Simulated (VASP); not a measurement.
# Pd (P6/mmm) in VASP: a series of runs, part 2 of 2

VASP 6.6.1. Earlier steps stand in the parts before.

### 5 Single point, r2SCAN, collinear spin, ferromagnetic start (volume scaled by 0.92)

Contents of POSCAR:

```
Pd
1.0
    4.3457779435      0.0000000000      0.0000000000
   -2.1728889718      3.7635540982      0.0000000000
    0.0000000000      0.0000000000      2.5760262888
Pd
3
Direct
    0.0000000000      0.0000000000      1.0000000000
    0.3333333333      0.6666666667      0.5000000000
    0.6666666667      0.3333333333      0.5000000000
```

Contents of INCAR.step1:

```
PREC = Accurate ; ENCUT = 520
ISMEAR = -1 ; SIGMA = 0.05
LREAL = False ; LASPH = True
NELM = 150 ; ISPIN = 2
MAGMOM = 0.291 0.241 0.241 ; LMAXMIX = 4
NBANDS = 26 ; GGA = PE
ALGO = Normal ; EDIFF = 1E-4
LWAVE = True ; LCHARG = False
```

Contents of INCAR.step2:

```
PREC = Accurate ; ENCUT = 520
EDIFF = 1E-7 ; ISMEAR = -1
SIGMA = 0.05 ; LREAL = False
LASPH = True ; NELM = 150
ALGO = Normal ; ISIF = 2
LWAVE = False ; LCHARG = False
ISPIN = 2 ; MAGMOM = 0.291 0.241 0.241
LORBIT = 11 ; LMAXMIX = 4
METAGGA = R2SCAN ; LMIXTAU = True
NBANDS = 26 ; ISTART = 1
```

Contents of KPOINTS:

```
Automatic mesh
0
Gamma
  9 9 13
```

Potentials or basis: VASP PAW PBE potentials, release 64 (Pd).

On the command line:

```console
> cat potpaw_PBE.64/Pd/POTCAR > POTCAR
> cp INCAR.step1 INCAR
> mpirun -np 1 vasp_std > vasp.out
> cp INCAR.step2 INCAR
> mpirun -np 1 vasp_std > vasp.out
```

OUTCAR:

```text
PREC = Accurate
   ENCUT = 520
   EDIFF = 1E-7
   ISMEAR = -1
   LREAL = False
   LASPH = True
   NELM = 150
   ISIF = 2
   ISPIN = 2
   LORBIT = 11
   METAGGA = R2SCAN
   ISTART = 1

 ion  position               nearest neighbor table
   1  0.000  0.000  0.000-   2 2.82   3 2.82   2 2.82   3 2.82   2 2.82   2 2.82   3 2.82   3 2.82
                             3 2.82   3 2.82   2 2.82   2 2.82
   2  0.333  0.667  0.500-   3 2.51   3 2.51   3 2.51   1 2.82   1 2.82   1 2.82   1 2.82   1 2.82
                             1 2.82
   3  0.667  0.333  0.500-   2 2.51   2 2.51   2 2.51   1 2.82   1 2.82   1 2.82   1 2.82   1 2.82
                             1 2.82

  LATTYP: Found a hexagonal cell.
 ALAT       =     4.3457779435
 C/A-ratio  =     0.5927652821

  Lattice vectors:

 A1 = (   4.3457779435,   0.0000000000,   0.0000000000)
 A2 = (  -2.1728889718,   3.7635540982,   0.0000000000)
 A3 = (   0.0000000000,   0.0000000000,   2.5760262888)

Analysis of symmetry for initial positions (statically):
=====================================================================
 Subroutine PRICEL returns:
 Original cell was already a primitive cell.

 Routine SETGRP: Setting up the symmetry group for a
 hexagonal supercell.

 Subroutine GETGRP returns: Found 24 space group operations
 (whereof 24 operations were pure point group operations)
 out of a pool of 24 trial point group operations.

The static configuration has the point symmetry D_6h.

Analysis of symmetry for dynamics (positions and initial velocities):
=====================================================================
 Subroutine PRICEL returns:
 Original cell was already a primitive cell.

 Routine SETGRP: Setting up the symmetry group for a
 hexagonal supercell.

 Subroutine GETGRP returns: Found 24 space group operations
 (whereof 24 operations were pure point group operations)
 out of a pool of 24 trial point group operations.

The dynamic configuration has the point symmetry D_6h.

Analysis of structural, dynamic, and magnetic symmetry:
=====================================================================
 Subroutine PRICEL returns:
 Original cell was already a primitive cell.

 Routine SETGRP: Setting up the symmetry group for a
 hexagonal supercell.

 Subroutine GETGRP returns: Found 24 space group operations
 (whereof 24 operations were pure point group operations)
 out of a pool of 24 trial point group operations.

The overall configuration has the point symmetry D_6h.

 Subroutine INISYM returns: Found 24 space group operations
 (whereof 24 operations are pure point group operations),
 and found     1 'primitive' translations

----------------------------------------------------------------------------------------

                                     Primitive cell

  volume of cell :      42.1324

  direct lattice vectors                    reciprocal lattice vectors
     4.345777943  0.000000000  0.000000000     0.230108398  0.132853145  0.000000000
    -2.172888972  3.763554098  0.000000000     0.000000000  0.265706291  0.000000000
     0.000000000  0.000000000  2.576026289     0.000000000  0.000000000  0.388194796

  length of vectors
     4.345777943  4.345777943  2.576026289     0.265706291  0.265706291  0.388194796

  position of ions in fractional coordinates (direct lattice)
[... 78 lines left out ...]
   LASPH  =      T    aspherical Exc in radial PAW
   ENCUT  =  520.0 eV  38.22 Ry    6.18 a.u.   8.08  8.08  4.79*2*pi/ulx,y,z
   NELM   =    150;   NELMIN=  2; NELMDL=  0     # of ELM steps
   EDIFF  = 0.1E-06   stopping-criterion for ELM
   LREAL  =      F    real-space projection
   EDIFFG = 0.1E-05   stopping-criterion for IOM
   NSW    =      0    number of steps for IOM
   IBRION =     -1    ionic relax: 0-MD 1-quasi-New 2-CG
   NFREE  =      0    steps in history (QN), initial steepest desc. (CG)
   ISIF   =      2    stress and relaxation
   ISYM   =      2    0-nonsym 1-usesym 2-fastsym
   POTIM  = 0.5000    time-step for ionic-motion
   TEBEG  =    0.0;   TEEND  =   0.0 temperature during run
   PSTRESS=    0.0 pullay stress
   NELECT =      30.0000    total number of electrons
   NUPDOWN=      -1.0000    fix difference up-down
   EMIN   =  10.00;   EMAX   =-10.00  energy-range for DOS
   EFERMI =   0.00;   METHOD = LEGACY
   ISMEAR =    -1;   SIGMA  =   0.05  broadening in eV -4-tet -1-fermi 0-gaus
   EFERMI_NEDOS =   21; number of points for ismear=-14 and -15
   IALGO  =     38    algorithm
   IMIX   =      4    mixing-type and parameters
     AMIX     =   0.40;   BMIX     =  1.00
     AMIX_MAG =   1.60;   BMIX_MAG =  1.00
  volume/ion in A,a.u.               =      14.04        94.77
  Fermi-wavevector in a.u.,A,eV,Ry     =   1.461874  2.762541 29.076676  2.137075
  Thomas-Fermi vector in A             =   2.578154
   LORBIT       =     11    0 simple, 1 ext, 2 COOP (PROOUT), +10 PAW based schemes
   METAGGA = R2SCAN    functional components
   LHFCALC =     F    Hartree Fock is set to
   AEXX    =    0.0000 exact exchange contribution
   IVDW    =     0    specifies the selected vdW correction
   LEPSILON=     F    determine dielectric tensor
   LRPA    =     F    only Hartree local field effects (RPA)
 spin polarized calculation
  energy-cutoff  :      520.00
  volume of cell :       42.13
 maximum number of plane-waves:      1149
   NGX = 17   NGY = 17   NGZ =  9

 number of electron      30.0000005 magnetization      -0.0018865

 number of electron      30.0000005 magnetization       0.0001918

 Free energy of the ion-electron system (eV)
  ---------------------------------------------------
  ext. energy  EPLUGINS =         0.00000000
  ---------------------------------------------------
  free energy    TOTEN  =       -68.32531419 eV

  energy without entropy =      -68.27603028  energy(sigma->0) =      -68.30067224

 E-fermi :  10.4749     XC(G=0): -14.4716

 val. band max:       10.4693999245   @ k =   0.3333   0.3333   0.2308
 cond. band min:      10.4779803881   @ k =   0.4444   0.1111   0.3846
 fundamental gap:      0.0085804636
 Fermi energy:        10.4748727604

 spin component 1

 k-point     1 :       0.0000    0.0000    0.0000
  band No.  band energies     occupation
      1       2.8948      1.00000
      2       4.6573      1.00000
      3       6.3844      1.00000
      4       6.8102      1.00000
      5       6.8496      1.00000
      6       6.8496      1.00000
[... 685 lines left out ...]
     25      30.3166      0.00000
     26      31.5222      0.00000

 [... further k-points ...]

 spin component 2

 k-point     1 :       0.0000    0.0000    0.0000
  band No.  band energies     occupation
      1       2.8948      1.00000
      2       4.6574      1.00000
      3       6.3845      1.00000
      4       6.8103      1.00000
      5       6.8497      1.00000
      6       6.8497      1.00000
[... 685 lines left out ...]
     25      30.3167      0.00000
     26      31.5222      0.00000

 [... further k-points ...]

------------------------ aborting loop because EDIFF is reached ----------------------------------------

  FORCE on cell =-STRESS in cart. coord.  units (eV):
  Direction    XX          YY          ZZ          XY          YZ          ZX
  --------------------------------------------------------------------------------------
  -------------------------------------------------------------------------------------
  Total        5.0917548      5.0917548      5.1046194     -0.0000000     -0.0000000      0.0000000
  in kB      193.6252887    193.6252887    194.1144921     -0.0000000     -0.0000000      0.0000000
  external PRESSURE =     193.7883565 kB  Pullay stress =       0.0000000 kB

 VOLUME and BASIS-vectors are now :
 -----------------------------------------------------------------------------
  energy-cutoff  :      520.00
  volume of cell :       42.13
      direct lattice vectors                 reciprocal lattice vectors
     4.345777943  0.000000000  0.000000000     0.230108398  0.132853145  0.000000000
    -2.172888972  3.763554098  0.000000000     0.000000000  0.265706291  0.000000000
     0.000000000  0.000000000  2.576026289     0.000000000  0.000000000  0.388194796

 POSITION                                       TOTAL-FORCE (eV/Angst)
 -----------------------------------------------------------------------------------
      0.00000      0.00000      0.00000        -0.000000      0.000000      0.000000
     -0.00000      2.50904      1.28801         0.000000      0.000000      0.000000
      2.17289      1.25452      1.28801         0.000000      0.000000      0.000000
 -----------------------------------------------------------------------------------
    total drift:                               -0.000000      0.000000      0.000000

  FREE ENERGIE OF THE ION-ELECTRON SYSTEM (eV)
  ---------------------------------------------------
  free  energy   TOTEN  =       -68.3253141931 eV

  energy  without entropy=      -68.2760302802  energy(sigma->0) =      -68.30067224

 total charge

# of ion       s       p       d       tot
------------------------------------------
    1        0.518   0.480   8.560   9.558
    2        0.559   0.529   8.568   9.655
    3        0.559   0.529   8.568   9.655
--------------------------------------------------
tot          1.636   1.537  25.696  28.869

 magnetization (x)

# of ion       s       p       d       tot
------------------------------------------
    1       -0.000  -0.000   0.000   0.000
    2       -0.000  -0.000   0.000   0.000
    3       -0.000  -0.000   0.000   0.000
--------------------------------------------------
tot         -0.000  -0.000   0.000   0.000
```

It took 20 min on 1 thread of Oxide Virtual Turin-like, shared host; peak memory 0.23 GiB.

What came out:

```yaml
Free_energy: -68.3253 eV
Pressure: 19.4 GPa
Band_gap_on_the_k_mesh: zero (filled and empty bands overlap)
Net_moment: 0.00 μB per cell
Valence_electrons_inside_the_program's_atomic_spheres: Pd 9.56, 9.65
```

Levels at points of the mesh, in eV from the Fermi level:
Spin up:
```
           k point  band 13  band 14  band 15  band 16  band 17  band 18
(0.00, 0.00, 0.00)    -1.65    -1.65     0.15     0.15     8.26     8.26
```
Spin down:
```tsv
k point	band 11	band 12	band 13	band 14	band 15	band 16	band 17	band 18	band 19	band 20
(0.00, 0.00, 0.00)	-1.82	-1.82	-1.65	-1.65	0.15	0.15	8.26	8.26	8.29	8.29
```

Caveat: the PAW data sets were made with another functional, which shifts forces and pressure a little.

### 6 Single point, r2SCAN, collinear spin, ferromagnetic start (volume scaled by 0.96)

Contents of POSCAR:

```
Pd
1.0
    4.4078688743      0.0000000000      0.0000000000
   -2.2039344372      3.8173264217      0.0000000000
    0.0000000000      0.0000000000      2.6128316369
Pd
3
Direct
    0.0000000000      0.0000000000      1.0000000000
    0.3333333333      0.6666666667      0.5000000000
    0.6666666667      0.3333333333      0.5000000000
```

Contents of INCAR.step1:

```
SYSTEM = Pd
ALGO     = Normal         ! electronic algorithm
EDIFF    = 1E-4           ! SCF threshold, eV
ENCUT    = 520            ! plane-wave cutoff, eV
GGA      = PE             ! functional
ISMEAR   = -1             ! smearing method
ISPIN    = 2              ! spin polarisation
LASPH    = .True.         ! aspherical terms in the spheres
LCHARG   = .False.        ! write CHGCAR
LMAXMIX  = 4              ! l up to which the mixer works
LREAL    = .False.        ! projectors in reciprocal space
LWAVE    = .True.         ! write WAVECAR
MAGMOM   = 0.291 0.241 0.241 ! initial moments
NBANDS   = 26             ! bands
NELM     = 150            ! most SCF steps
PREC     = Accurate       ! precision mode
SIGMA    = 0.05           ! smearing width, eV
```

Contents of INCAR.step2:

```
SYSTEM = Pd
ALGO     = Normal         ! electronic algorithm
EDIFF    = 1E-6           ! SCF threshold, eV
ENCUT    = 520            ! plane-wave cutoff, eV
ISIF     = 2              ! what is computed and relaxed
ISMEAR   = -1             ! smearing method
ISPIN    = 2              ! spin polarisation
ISTART   = 1            
LASPH    = .True.         ! aspherical terms in the spheres
LCHARG   = .False.        ! write CHGCAR
LMAXMIX  = 4              ! l up to which the mixer works
LMIXTAU  = .True.       
LORBIT   = 11             ! projections on sites
LREAL    = .False.        ! projectors in reciprocal space
LWAVE    = .False.        ! write WAVECAR
MAGMOM   = 0.291 0.241 0.241 ! initial moments
METAGGA  = R2SCAN         ! meta-GGA
NBANDS   = 26             ! bands
NELM     = 150            ! most SCF steps
PREC     = Accurate       ! precision mode
SIGMA    = 0.05           ! smearing width, eV
```

Contents of KPOINTS:

```
k-points
0
Gamma
  9 9 13
  0 0 0
```

Potentials or basis: VASP PAW PBE potentials, release 64 (Pd).

On the command line:

```console
> cat potpaw_PBE.64/Pd/POTCAR > POTCAR
> cp INCAR.step1 INCAR
> mpirun -np 1 vasp_std > vasp.out
> cp INCAR.step2 INCAR
> mpirun -np 1 vasp_std > vasp.out
```

OUTCAR:

```text
SYSTEM = Pd
   EDIFF = 1E-6
   ENCUT = 520
   ISIF = 2
   ISMEAR = -1
   ISPIN = 2
   ISTART = 1
   LASPH = .True.
   LORBIT = 11
   LREAL = .False.
   METAGGA = R2SCAN
   NELM = 150
   PREC = Accurate

 ion  position               nearest neighbor table
   1  0.000  0.000  0.000-   2 2.86   3 2.86   2 2.86   3 2.86   3 2.86   3 2.86   2 2.86   2 2.86
                             3 2.86   3 2.86   2 2.86   2 2.86
   2  0.333  0.667  0.500-   3 2.54   3 2.54   3 2.54   1 2.86   1 2.86   1 2.86   1 2.86   1 2.86
                             1 2.86
   3  0.667  0.333  0.500-   2 2.54   2 2.54   2 2.54   1 2.86   1 2.86   1 2.86   1 2.86   1 2.86
                             1 2.86

  LATTYP: Found a hexagonal cell.
 ALAT       =     4.4078688743
[... 1622 lines left out ...]
     4.407868874  0.000000000  0.000000000     0.226867003  0.130981725  0.000000000
    -2.203934437  3.817326422  0.000000000     0.000000000  0.261963450  0.000000000
     0.000000000  0.000000000  2.612831637     0.000000000  0.000000000  0.382726535

 POSITION                                       TOTAL-FORCE (eV/Angst)
 -----------------------------------------------------------------------------------
      0.00000      0.00000      0.00000        -0.000000      0.000000     -0.000000
     -0.00000      2.54488      1.30642        -0.000000      0.000000      0.000000
      2.20393      1.27244      1.30642         0.000000     -0.000000     -0.000000
 -----------------------------------------------------------------------------------
    total drift:                                0.000000      0.000000     -0.000000

  FREE ENERGIE OF THE ION-ELECTRON SYSTEM (eV)
  ---------------------------------------------------
  free  energy   TOTEN  =       -68.4844164677 eV

  energy  without entropy=      -68.4326598577  energy(sigma->0) =      -68.45853816

 total charge

# of ion       s       p       d       tot
------------------------------------------
    1        0.496   0.436   8.536   9.468
    2        0.536   0.483   8.538   9.557
    3        0.536   0.483   8.538   9.557
--------------------------------------------------
tot          1.569   1.402  25.612  28.583

 magnetization (x)

# of ion       s       p       d       tot
------------------------------------------
    1       -0.000   0.000  -0.002  -0.002
    2        0.000   0.000  -0.001  -0.001
    3        0.000   0.000  -0.001  -0.001
--------------------------------------------------
tot          0.000   0.000  -0.004  -0.004
```

OSZICAR.step1:

```text
N       E                     dE             d eps       ncg     rms          rms(c)
DAV:   1     0.190513704322E+03    0.19051E+03   -0.14337E+04  8736   0.110E+03
DAV:   2    -0.114168569299E+02   -0.20193E+03   -0.18749E+03  9246   0.274E+02
DAV:   3    -0.159737244938E+02   -0.45569E+01   -0.44928E+01 10132   0.451E+01
DAV:   4    -0.160129464660E+02   -0.39222E-01   -0.39212E-01 10286   0.415E+00
DAV:   5    -0.160136291238E+02   -0.68266E-03   -0.68264E-03 10294   0.582E-01    0.141E+01
DAV:   6    -0.153005435263E+02    0.71309E+00   -0.15862E+00  9354   0.105E+01    0.728E+00
DAV:   7    -0.153993581312E+02   -0.98815E-01   -0.90862E-01  9334   0.800E+00    0.508E+00
DAV:   8    -0.152515250771E+02    0.14783E+00   -0.46766E-01  9188   0.762E+00    0.278E+00
DAV:   9    -0.152419352453E+02    0.95898E-02   -0.22722E-02  9334   0.128E+00    0.449E-01
DAV:  10    -0.152420504220E+02   -0.11518E-03   -0.76172E-04 10552   0.226E-01    0.721E-02
DAV:  11    -0.152420675582E+02   -0.17136E-04   -0.46944E-05  4874   0.579E-02
   1 F= -.15242068E+02 E0= -.15214607E+02  d E =-.549207E-01  mag=     0.1458
```

Run time: 28 min. Hardware: 1 thread of Oxide Virtual Turin-like, shared host; peak memory 0.25 GiB.

What came out:

```yaml
Free_energy: -68.4844 eV
Pressure: 8.8 GPa
Band_gap_on_the_k_mesh: zero (filled and empty bands overlap)
Net_moment: 0.00 μB per cell
Valence_electrons_inside_the_program's_atomic_spheres: Pd 9.47, 9.56
```

Levels at points of the mesh, in eV from the Fermi level:
Spin up:
```csv
k point,band 12,band 13,band 14,band 15,band 16,band 17,band 18,band 19
"(0.00, 0.00, 0.00)",-1.71,-1.53,-1.53,0.13,0.13,8.03,8.03,8.06
```
Spin down:
| k point | band 11 | band 12 | band 13 | band 14 | band 15 | band 16 | band 17 | band 18 | band 19 | band 20 |
| --- | --- | --- | --- | --- | --- | --- | --- | --- | --- | --- |
| (0.00, 0.00, 0.00) | -1.71 | -1.71 | -1.53 | -1.53 | 0.13 | 0.13 | 8.02 | 8.02 | 8.05 | 8.05 |

Caveat: the PAW data sets were made with another functional, which shifts forces and pressure a little.

### 7 Overview

| task | spin | cell | k mesh | cutoff (eV) | smearing | gap on the mesh (eV) | pressure (GPa) | moment (μB) |
| --- | --- | --- | --- | --- | --- | --- | --- | --- |
| relaxation of cell and atoms | off | relaxed from a = 4.365, b = 4.365, c = 2.676 Å, angles 90.0, 90.0, 120.0°, 3 atoms | 8 × 8 × 12 | 600 | fermi-dirac 0.1 eV | none | 0.1 | - |
| single point | collinear, ferromagnetic start | a = 4.584, b = 4.584, c = 2.717 Å, angles 90.0, 90.0, 120.0°, 3 atoms | 9 × 9 × 13 | 520 | fermi-dirac 0.05 eV | none | -10.3 | 0.86 |
| single point | collinear, ferromagnetic start | a = 4.640, b = 4.640, c = 2.751 Å, angles 90.0, 90.0, 120.0°, 3 atoms | 9 × 9 × 13 | 520 | fermi-dirac 0.05 eV | none | -14.0 | 0.87 |
| single point | collinear, ferromagnetic start | a = 4.346, b = 4.346, c = 2.576 Å, angles 90.0, 90.0, 120.0°, 3 atoms | 9 × 9 × 13 | 520 | fermi-dirac 0.05 eV | none | 19.4 | 0.00 |
| single point | collinear, ferromagnetic start | a = 4.408, b = 4.408, c = 2.613 Å, angles 90.0, 90.0, 120.0°, 3 atoms | 9 × 9 × 13 | 520 | fermi-dirac 0.05 eV | none | 8.8 | 0.00 |

Alike in all rows: level r2SCAN; potentials or basis VASP PAW PBE potentials, release 64 (Pd).

Caveats: the PAW data sets were made with another functional, which shifts forces and pressure a little.

Absolute energies hang on the potentials; compare differences alone.
